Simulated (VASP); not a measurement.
Input of a VASP 6.6.1 run:

File INCAR:

```
SYSTEM = MoH8
PREC = Accurate
ENCUT = 520
EDIFF = 1E-6
ISMEAR = 0
SIGMA = 0.01
LREAL = .FALSE.
LASPH = .TRUE.
NELM = 100
ALGO = Normal
ISIF = 2
LWAVE = .FALSE.
LCHARG = .FALSE.
GGA = PE
NBANDS = 21
```

Contents of KPOINTS:

```
regular mesh
0
G
  12 12 6
  0 0 0
```

File POSCAR:

```
MoH8
1.0
    3.4142735914      0.0000000000      0.0000000000
   -1.7071367957      2.9568476656      0.0000000000
    0.0000000000      0.0000000000      5.8939977367
H Mo
8 1
Direct
    0.0000000000      0.0000000000      0.2010233982
    0.0000000000      0.0000000000      0.7989766018
    0.5000000000      0.0000000000      0.6498011073
    0.0000000000      0.5000000000      0.6498011073
    0.5000000000      0.5000000000      0.6498011073
    0.5000000000      0.0000000000      0.3501988927
    0.0000000000      0.5000000000      0.3501988927
    0.5000000000      0.5000000000      0.3501988927
    0.0000000000      0.0000000000      0.5000000000
```

Potentials or basis: VASP PAW PBE potentials, release 64 (H, Mo_sv).

The run is started by

```sh
$ cat potpaw_PBE.64/H/POTCAR potpaw_PBE.64/Mo_sv/POTCAR > POTCAR
$ mpirun -np 1 vasp_std > vasp.out
```

Question: What does it give for the band gap on the k mesh?

Answer: 0.13 eV, indirect (least direct gap 0.23 eV).

Question: Predict the largest force.

Answer: 0.018 eV/Å.

Forces in eV/Å, atoms in the order of the input:
```
H    0.000  0.000 -0.018
H    0.000  0.000  0.018
H    0.000  0.000  0.006
H    0.000  0.000  0.006
H    0.000  0.000  0.006
H    0.000  0.000 -0.006
H    0.000  0.000 -0.006
H    0.000  0.000 -0.006
Mo   0.000  0.000  0.000
```

A k mesh can miss the band edges.
